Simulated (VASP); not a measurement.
Al: single point with r2SCAN

The system is Al.

```xyz
1
Lattice="0.0000 1.9961 1.9961 1.9961 0.0000 1.9961 1.9961 1.9961 0.0000" Properties=species:S:1:pos:R:3 pbc="T T T"
Al    0.0000    0.0000    0.0000
```

```yaml
Program: VASP 6.6.1
Task: single point
Functional: r2SCAN
Potentials_or_basis: VASP PAW PBE potentials, release 64 (Al)
Cutoff: 520 eV
k_mesh: 18 × 18 × 18
Occupations: fermi-dirac, width 0.05 eV
Spin: no spin polarisation
```

```
Pressure               : -0.3 GPa
Band gap on the k mesh : zero (an odd number of electrons rules out a gap without spin polarisation)
```

Levels at points of the mesh, in eV from the Fermi level:
| k point | band 1 | band 2 | band 3 | band 4 | band 5 | band 6 |
| --- | --- | --- | --- | --- | --- | --- |
| (0.00, 0.00, 0.00) | -12.10 | 13.53 | 13.53 | 13.53 | 15.73 | 15.73 |
| (0.50, 0.00, 0.00) | -5.15 | -4.59 | 12.25 | 12.25 | 12.73 | 12.73 |
| (0.50, 0.50, 0.00) | -3.25 | -1.67 | 5.47 | 6.18 | 6.18 | 10.28 |

Wall time 27 s on 1 thread of Intel(R) Xeon(R) 6975P-C (Granite Rapids) (shared host), peak memory 0.15 GiB.

Caveat: the PAW data sets were made with another functional, which shifts forces and pressure a little.
